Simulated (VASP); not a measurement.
# MgO (P6_3/mmc) in VASP: a series of runs

Runs on MgO. Level: PBE. Tasks: single point.

Everything below comes from runs of VASP 6.6.1. Logs are shortened: lines on timing, memory, paths and dates and some standing lists are left out, and cuts for length are marked.

## 1. The cell of the first run

The structure is hexagonal, space group P6_3/mmc (No. 194). The conventional cell has a = 3.521 Å, b = 3.521 Å, c = 4.238 Å, α = 90.00°, β = 90.00°, γ = 120.00°. Within 2.7 Å of Mg (site symmetry -6m2) lie 5 O at 2.03 to 2.12 Å. Within 2.7 Å of O (site symmetry -6m2) lie 5 Mg at 2.03 to 2.12 Å.

## 2. Single point, PBE

INCAR

```
ALGO = Normal
EDIFF = 1E-6
ENCUT = 600
GGA = PE
GGA_COMPAT = F
ISIF = 2
ISMEAR = 0
LASPH = T
LCHARG = T
LELF = T
LREAL = F
LVHAR = T
LWAVE = F
NBANDS = 16
NELM = 120
PREC = Accurate
SIGMA = 0.01
```

KPOINTS

```
k-points
0
Gamma
  6 6 6
```

POSCAR

```
MgO
1.0
    3.5207217159      0.0000000000      0.0000000000
   -1.7603608580      3.0490344456      0.0000000000
    0.0000000000      0.0000000000      4.2382702817
Mg O
2 2
Direct
    0.6666666667      0.3333333333      0.7500000000
    0.3333333333      0.6666666667      0.2500000000
    0.6666666667      0.3333333333      0.2500000000
    0.3333333333      0.6666666667      0.7500000000
```

Potentials or basis: VASP PAW PBE potentials, release 64 (Mg, O).

Run with:

```bash
cat potpaw_PBE.64/Mg/POTCAR potpaw_PBE.64/O/POTCAR > POTCAR
mpirun -np 1 vasp_std > vasp.out
```

OUTCAR:

```text
EDIFF = 1E-6
   ENCUT = 600
   GGA = PE
   ISIF = 2
   ISMEAR = 0
   LASPH = T
   LREAL = F
   NELM = 120
   PREC = Accurate

 ion  position               nearest neighbor table
   1  0.667  0.333  0.750-   4 2.03   4 2.03   4 2.03   3 2.12   3 2.12   2 2.94   2 2.94   2 2.94
                             2 2.94   2 2.94   2 2.94
   2  0.333  0.667  0.250-   3 2.03   3 2.03   3 2.03   4 2.12   4 2.12   1 2.94   1 2.94   1 2.94
                             1 2.94   1 2.94   1 2.94
   3  0.667  0.333  0.250-   2 2.03   2 2.03   2 2.03   1 2.12   1 2.12
   4  0.333  0.667  0.750-   1 2.03   1 2.03   1 2.03   2 2.12   2 2.12

  LATTYP: Found a hexagonal cell.
 ALAT       =     3.5207217159
 C/A-ratio  =     1.2038072372

  Lattice vectors:

 A1 = (   3.5207217159,   0.0000000000,   0.0000000000)
 A2 = (  -1.7603608580,   3.0490344456,   0.0000000000)
 A3 = (   0.0000000000,   0.0000000000,   4.2382702817)

Analysis of symmetry for initial positions (statically):
=====================================================================
 Subroutine PRICEL returns:
 Original cell was already a primitive cell.

 Routine SETGRP: Setting up the symmetry group for a
 hexagonal supercell.

 Subroutine GETGRP returns: Found 24 space group operations
 (whereof 12 operations were pure point group operations)
 out of a pool of 24 trial point group operations.

The static configuration has the point symmetry D_3d.
 The point group associated with its full space group is D_6h.

Analysis of symmetry for dynamics (positions and initial velocities):
=====================================================================
 Subroutine PRICEL returns:
 Original cell was already a primitive cell.

 Routine SETGRP: Setting up the symmetry group for a
 hexagonal supercell.

 Subroutine GETGRP returns: Found 24 space group operations
 (whereof 12 operations were pure point group operations)
 out of a pool of 24 trial point group operations.

The dynamic configuration has the point symmetry D_3d.
 The point group associated with its full space group is D_6h.

 Subroutine INISYM returns: Found 24 space group operations
 (whereof 12 operations are pure point group operations),
 and found     1 'primitive' translations

----------------------------------------------------------------------------------------

                                     Primitive cell

  volume of cell :      45.4970

  direct lattice vectors                    reciprocal lattice vectors
     3.520721716  0.000000000  0.000000000     0.284032673  0.163986340  0.000000000
    -1.760360858  3.049034446  0.000000000     0.000000000  0.327972680  0.000000000
     0.000000000  0.000000000  4.238270282     0.000000000  0.000000000  0.235945311

  length of vectors
     3.520721716  3.520721716  4.238270282     0.327972680  0.327972680  0.235945311

  position of ions in fractional coordinates (direct lattice)
     0.666666667  0.333333333  0.750000000
     0.333333333  0.666666667  0.250000000
     0.666666667  0.333333333  0.250000000
     0.333333333  0.666666667  0.750000000

  ion indices of the primitive-cell ions
   primitive index   ion index
                 1           1
                 2           2
                 3           3
                 4           4

----------------------------------------------------------------------------------------

 KPOINTS: k-points

Automatic generation of k-mesh.
 Grid dimensions read from file:
 generate k-points for:    6    6    6

 Generating k-lattice:

  Cartesian coordinates                     Fractional coordinates (reciprocal lattice)
     0.047338779  0.027331057  0.000000000     0.166666667  0.000000000  0.000000000
     0.000000000  0.054662113  0.000000000     0.000000000  0.166666667  0.000000000
     0.000000000  0.000000000  0.039324219     0.000000000  0.000000000  0.166666667

  Length of vectors
     0.054662113  0.054662113  0.039324219

  Shift w.r.t. Gamma in fractional coordinates (k-lattice)
     0.000000000  0.000000000  0.000000000

 Subroutine IBZKPT returns following result:
 ===========================================

 Found     28 irreducible k-points:

 Following reciprocal coordinates:
            Coordinates               Weight
  0.000000  0.000000  0.000000      1.000000
  0.166667  0.000000  0.000000      6.000000
  0.333333  0.000000  0.000000      6.000000
  0.500000  0.000000  0.000000      3.000000
  0.166667  0.166667  0.000000      6.000000
  0.333333  0.166667  0.000000     12.000000
[... 16 lines left out ...]
  0.166667  0.000000  0.500000      6.000000
  0.333333  0.000000  0.500000      6.000000
 [... further k-points ...]
   k-points           NKPTS =     28   k-points in BZ     NKDIM =     28   number of bands    NBANDS=     16
   number of dos      NEDOS =    301   number of ions     NIONS =      4
   total plane-waves  NPLWV =  28224
   dimension x,y,z NGX =    28 NGY =   28 NGZ =   36
   dimension x,y,z NGXF=    56 NGYF=   56 NGZF=   72
   ions per type =               2   2
   NGX,Y,Z   is equivalent  to a cutoff of  13.22, 13.22, 14.12 a.u.
   NGXF,Y,Z  is equivalent  to a cutoff of  26.44, 26.44, 28.24 a.u.
 SYSTEM =  unknown system
   PREC   = accura    normal or accurate (medium, high low for compatibility)
   ISTART =      0    job   : 0-new  1-cont  2-samecut
   ICHARG =      2    charge: 1-file 2-atom 10-const
   ISPIN  =      1    spin polarized calculation?
   LNONCOLLINEAR =      F non collinear calculations
   LSORBIT =      F    spin-orbit coupling
   LASPH  =      T    aspherical Exc in radial PAW
   ENCUT  =  600.0 eV  44.10 Ry    6.64 a.u.   7.03  7.03  8.46*2*pi/ulx,y,z
   NELM   =    120;   NELMIN=  2; NELMDL= -5     # of ELM steps
   EDIFF  = 0.1E-05   stopping-criterion for ELM
   LREAL  =      F    real-space projection
   EDIFFG = 0.1E-04   stopping-criterion for IOM
   NSW    =      0    number of steps for IOM
   IBRION =     -1    ionic relax: 0-MD 1-quasi-New 2-CG
   NFREE  =      0    steps in history (QN), initial steepest desc. (CG)
   ISIF   =      2    stress and relaxation
   ISYM   =      2    0-nonsym 1-usesym 2-fastsym
   POTIM  = 0.5000    time-step for ionic-motion
   TEBEG  =    0.0;   TEEND  =   0.0 temperature during run
   PSTRESS=    0.0 pullay stress
   NELECT =      16.0000    total number of electrons
   NUPDOWN=      -1.0000    fix difference up-down
   EMIN   =  10.00;   EMAX   =-10.00  energy-range for DOS
   EFERMI =   0.00;   METHOD = LEGACY
   ISMEAR =     0;   SIGMA  =   0.01  broadening in eV -4-tet -1-fermi 0-gaus
   EFERMI_NEDOS =   21; number of points for ismear=-14 and -15
   IALGO  =     38    algorithm
   IMIX   =      4    mixing-type and parameters
     AMIX     =   0.40;   BMIX     =  1.00
     AMIX_MAG =   1.60;   BMIX_MAG =  1.00
  volume/ion in A,a.u.               =      11.37        76.76
  Fermi-wavevector in a.u.,A,eV,Ry     =   1.155546  2.183665 18.167679  1.335287
  Thomas-Fermi vector in A             =   2.292174
   LORBIT       =      0    0 simple, 1 ext, 2 COOP (PROOUT), +10 PAW based schemes
   GGA     = PE    functional components
   LHFCALC =     F    Hartree Fock is set to
   AEXX    =    0.0000 exact exchange contribution
   IVDW    =     0    specifies the selected vdW correction
   LEPSILON=     F    determine dielectric tensor
   LRPA    =     F    only Hartree local field effects (RPA)
 non-spin polarized calculation
 Gauss-broadening in eV      SIGMA  =   0.01
  energy-cutoff  :      600.00
  volume of cell :       45.50
 maximum number of plane-waves:      1533
   NGX = 15   NGY = 15   NGZ = 17

 number of electron      15.9999999 magnetization

 Free energy of the ion-electron system (eV)
  ---------------------------------------------------
  ext. energy  EPLUGINS =         0.00000000
  ---------------------------------------------------
  free energy    TOTEN  =       -23.68131506 eV

  energy without entropy =      -23.68131506  energy(sigma->0) =      -23.68131506

 E-fermi :   1.9124     XC(G=0):  -9.9257

 val. band max:        1.7931336902   @ k =   0.0000   0.0000   0.0000
 cond. band min:       5.0552843614   @ k =   0.0000   0.0000   0.0000
 fundamental gap:      3.2621506713
 Fermi energy:         1.9123972886

 k-point     1 :       0.0000    0.0000    0.0000
  band No.  band energies     occupation
      1     -15.0021      2.00000
      2     -13.6956      2.00000
      3      -1.7429      2.00000
      4       0.1217      2.00000
      5       0.1217      2.00000
      6       1.0201      2.00000
[... 8 lines left out ...]
     15      17.1090      0.00000
     16      17.2338      0.00000

 k-point     2 :       0.1667    0.0000    0.0000
  band No.  band energies     occupation
      1     -14.8767      2.00000
      2     -13.7188      2.00000
      3      -1.5337      2.00000
      4      -0.3138      2.00000
      5      -0.0643      2.00000
      6       0.4901      2.00000
[... 8 lines left out ...]
     15      16.1854      0.00000
     16      16.3901      0.00000

 k-point     3 :       0.3333    0.0000    0.0000
  band No.  band energies     occupation
      1     -14.5724      2.00000
      2     -13.8147      2.00000
      3      -1.2467      2.00000
      4      -0.9782      2.00000
      5      -0.3495      2.00000
      6       0.0193      2.00000
[... 8 lines left out ...]
     15      15.6375      0.00000
     16      16.1235      0.00000

 k-point     4 :       0.5000    0.0000    0.0000
  band No.  band energies     occupation
      1     -14.3478      2.00000
      2     -13.9328      2.00000
      3      -1.6624      2.00000
      4      -0.5007      2.00000
      5      -0.4689      2.00000
      6      -0.1378      2.00000
[... 8 lines left out ...]
     15      16.1660      0.00000
     16      16.1858      0.00000
[... 324 lines left out ...]
 k-point    22 :       0.0000    0.0000    0.5000
  band No.  band energies     occupation
      1     -14.3524      2.00000
      2     -14.3524      2.00000
      3      -0.5723      2.00000
      4      -0.5723      2.00000
      5       0.5542      2.00000
      6       0.5542      2.00000
[... 8 lines left out ...]
     15      17.2073      0.00000
     16      17.2073      0.00000

 k-point    23 :       0.1667    0.0000    0.5000
  band No.  band energies     occupation
      1     -14.2875      2.00000
      2     -14.2875      2.00000
      3      -1.0366      2.00000
      4      -1.0366      2.00000
      5       0.4896      2.00000
      6       0.4896      2.00000
[... 8 lines left out ...]
     15      16.9526      0.00000
     16      16.9526      0.00000

 k-point    24 :       0.3333    0.0000    0.5000
  band No.  band energies     occupation
      1     -14.1541      2.00000
      2     -14.1541      2.00000
      3      -1.6938      2.00000
      4      -1.6938      2.00000
      5       0.3657      2.00000
      6       0.3657      2.00000
[... 8 lines left out ...]
     15      16.3054      0.00000
     16      16.3054      0.00000

 [... further k-points ...]
[... 5 lines left out ...]
  --------------------------------------------------------------------------------------
  -------------------------------------------------------------------------------------
  Total       -0.1830736     -0.1830736     -0.2241867      0.0000000     -0.0000000      0.0000000
  in kB       -6.4469403     -6.4469403     -7.8947376      0.0000000     -0.0000000      0.0000000
  external PRESSURE =      -6.9295394 kB  Pullay stress =       0.0000000 kB

 VOLUME and BASIS-vectors are now :
 -----------------------------------------------------------------------------
  energy-cutoff  :      600.00
  volume of cell :       45.50
      direct lattice vectors                 reciprocal lattice vectors
     3.520721716  0.000000000  0.000000000     0.284032673  0.163986340  0.000000000
    -1.760360858  3.049034446  0.000000000     0.000000000  0.327972680  0.000000000
     0.000000000  0.000000000  4.238270282     0.000000000  0.000000000  0.235945311

 POSITION                                       TOTAL-FORCE (eV/Angst)
 -----------------------------------------------------------------------------------
      1.76036      1.01634      3.17870         0.000000      0.000000     -0.000000
     -0.00000      2.03269      1.05957         0.000000      0.000000     -0.000000
      1.76036      1.01634      1.05957         0.000000     -0.000000      0.000000
     -0.00000      2.03269      3.17870        -0.000000      0.000000     -0.000000
 -----------------------------------------------------------------------------------
    total drift:                               -0.000000      0.000000     -0.000000

  FREE ENERGIE OF THE ION-ELECTRON SYSTEM (eV)
  ---------------------------------------------------
  free  energy   TOTEN  =       -23.6813150588 eV

  energy  without entropy=      -23.6813150588  energy(sigma->0) =      -23.68131506
```

Run time: 9.8 s. Hardware: 1 thread of Intel Xeon 6975P-C (Granite Rapids), shared host; peak memory 0.18 GiB.

What came out:

| Item | Value |
| --- | --- |
| Free energy | -23.6813 eV |
| Pressure | -0.7 GPa |
| Band gap on the k mesh | 3.26 eV, direct |

Expect the measured gap to be larger: semilocal functionals such as PBE lack the derivative discontinuity.

(Continued in part 2 of 2.)
